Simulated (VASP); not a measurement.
Write the native input for VASP 6.6.1 that does the following.

```yaml
Task: single point
Functional: PBE
Potentials_or_basis: VASP PAW PBE potentials, release 64 (Ti_sv, O)
Cutoff: 520 eV
k_mesh: 6 × 6 × 8
Occupations: fermi-dirac, width 0.02 eV
Spin: no spin polarisation
Dipole_correction: no
Further_INCAR_settings: ALGO = Normal; EDIFF = 1e-06; NBANDS = 33
```

The structure of TiO2 lies in POSCAR:

```
TiO2
1.0
    4.5968534940      0.0000000000      0.0000000000
    0.0000000000      4.5968534940      0.0000000000
    0.0000000000      0.0000000000      2.9239563539
Ti O
2 4
Direct
    0.0000000000      0.0000000000      0.0000000000
    0.5000000000      0.5000000000      0.5000000000
    0.3041857455      0.3041857455      0.0000000000
    0.1958142545      0.8041857455      0.5000000000
    0.8041857455      0.1958142545      0.5000000000
    0.6958142545      0.6958142545      0.0000000000
```

This cell differs from its parent crystal: uniaxial z strain -1.0%.

The input as run:

INCAR

```
SYSTEM = TiO2
PREC = Accurate ; ENCUT = 520
EDIFF = 1E-6 ; ISMEAR = -1
SIGMA = 0.02 ; LREAL = .FALSE.
LASPH = .TRUE. ; NELM = 60
ALGO = Normal ; ISIF = 2
LWAVE = .FALSE. ; LCHARG = .TRUE.
GGA = PE ; LELF = .TRUE.
LVHAR = .TRUE. ; NBANDS = 33
```

KPOINTS

```
regular mesh
0
G
  6 6 8
  0 0 0
```

Potentials or basis: VASP PAW PBE potentials, release 64 (Ti_sv, O).

Command:

```sh
$ cat potpaw_PBE.64/Ti_sv/POTCAR potpaw_PBE.64/O/POTCAR > POTCAR
$ mpirun -np 1 vasp_std > vasp.out
```

Results of the run:

```json
{
  "Pressure": "8.7 GPa",
  "Largest force": "0.084 eV/Å",
  "Band gap on the k mesh": "1.89 eV, direct"
}
```

Caveat: the cell differs from its parent crystal (uniaxial z strain -1.0%).

Wall time 40 s on 1 thread of Intel(R) Xeon(R) 6975P-C (Granite Rapids), on a shared host, peak memory 0.22 GiB.
